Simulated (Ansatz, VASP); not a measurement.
## Two plane-wave programs on Mg3Si

The input INCAR:

```
  PREC = Accurate
  ENCUT = 600
  EDIFF = 1E-6
  ISMEAR = 0
  SIGMA = 0.1
  LREAL = False
  LASPH = True
  NELM = 60
  ALGO = Fast
  ISIF = 3
  LWAVE = False
  LCHARG = False
  GGA = PE
  IBRION = 2
  NSW = 90
  EDIFFG = -0.04
```

KPOINTS

```
Automatic mesh
0
Gamma
  6 6 6
```

File POSCAR:

```
Mg3Si
1.0
   -2.5234080600      2.5234080600      2.5632842500
    2.5234080600     -2.5234080600      2.5632842500
    2.5234080600      2.5234080600     -2.5632842500
Mg Si
3 1
Direct
    0.0000000000      0.0000000000      0.0000000000
    0.7500000000      0.2500000000      0.5000000000
    0.2500000000      0.7500000000      0.5000000000
    0.5000000000      0.5000000000      0.0000000000
```

Input for Ansatz:

```yaml
crystal:
  lattice:
    - [-2.52340806, 2.52340806, 2.56328425]
    - [2.52340806, -2.52340806, 2.56328425]
    - [2.52340806, 2.52340806, -2.56328425]
  atoms:
    - { symbol: Mg, position: [0.0, 0.0, 0.0] }
    - { symbol: Mg, position: [0.75, 0.25, 0.5] }
    - { symbol: Mg, position: [0.25, 0.75, 0.5] }
    - { symbol: Si, position: [0.5, 0.5, 0.0] }
basis:
  ecutwfc: 420
kpoints:
  mp_grid: { grid: [6, 6, 6] }
hamiltonian:
  xc: pbe
scf:
  occupations: { method: gaussian, width: 0.1 }
  lower_state_search: "off"
output:
  forces: true
  stress: true
  eigenvalues: true
relax:
  adjacent_minimum: "off"
  f_tol: 0.04
  max_steps: 70
  cell: { stress_tol: 0.4 }
```

Alike in both runs: task relaxation of cell and atoms; functional PBE; k mesh 6 × 6 × 6; occupations gaussian, width 0.1 eV; no spin polarisation.

|  | VASP | Ansatz |
| --- | --- | --- |
| version | VASP 6.6.1 | Ansatz 0.2.0 |
| potentials or method | VASP PAW PBE potentials, release 64 (Mg, Si), cutoff 600 eV | scalar-relativistic, plane waves, PAW |
| valence electrons in the cell | 10 | 34 |

```tsv
	VASP	Ansatz	Ansatz less VASP
gap on the k mesh at the Fermi level, each at its own relaxed structure (eV)	none	none	-
relaxed volume (Å³/atom)	20.13	20.16	+0.027
relaxed length of the cell vector where the two differ most in proportion (Å)	4.749	4.755	+0.0055
```

A gap of «none» marks a metal or a gap that the smearing closes. VASP's potentials hold 10 valence electrons a cell and Ansatz's 34, so a difference there can come from the potentials and not from the codes.

Noted on VASP's run: the volume moved by over 15 % at a fixed basis, so the end points are rough.
